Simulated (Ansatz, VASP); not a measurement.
**Al2O3: VASP beside Ansatz**

```xyz
10
Lattice="2.4070 1.3897 4.0376 -2.4070 1.3897 4.0376 0.0000 -2.7793 4.0376" Properties=species:S:1:pos:R:3 pbc="T T T"
Al    0.0000    0.0000   10.3205
Al    0.0000    0.0000    7.8486
Al    0.0000    0.0000    1.7923
Al    0.0000    0.0000    4.2641
O    -0.9346   -1.3897    5.0470
O     1.6708   -0.1145    5.0470
O    -0.7362    1.5042    5.0470
O     0.9346    1.3897    7.0658
O    -1.6708    0.1145    7.0658
O     0.7362   -1.5042    7.0658
```

Alike in both runs: task single point; functional PBEsol; k mesh 6 × 6 × 6; occupations gaussian, width 0.05 eV; no spin polarisation.

|  | VASP | Ansatz |
| --- | --- | --- |
| version | VASP 6.6.1 | Ansatz 0.2.0 |
| potentials or method | VASP PAW PBE potentials, release 64 (Al, O), cutoff 520 eV | scalar-relativistic, plane waves, PAW |
| valence electrons in the cell | 48 | 48 |

Ansatz gave:

```
gap on the k mesh at the Fermi level (eV)                     : 5.93
least direct gap on the mesh (eV)                             : 5.93
pressure (GPa)                                                : 14.2
traceless stress, the component that is largest in VASP (GPa) : 21.80
rms of the force components (eV/Å)                            : 0.300
```

Which values does VASP return?

gap on the k mesh at the Fermi level (eV): 5.94; least direct gap on the mesh (eV): 5.94; pressure (GPa): 14.5; traceless stress, the component that is largest in VASP (GPa): 21.80; rms of the force components (eV/Å): 0.307.

VASP's potentials were made for PBE, not for PBEsol, and Ansatz warns of the same on its side. Atom by atom the forces differ by 0.007 eV/Å (rms over components).
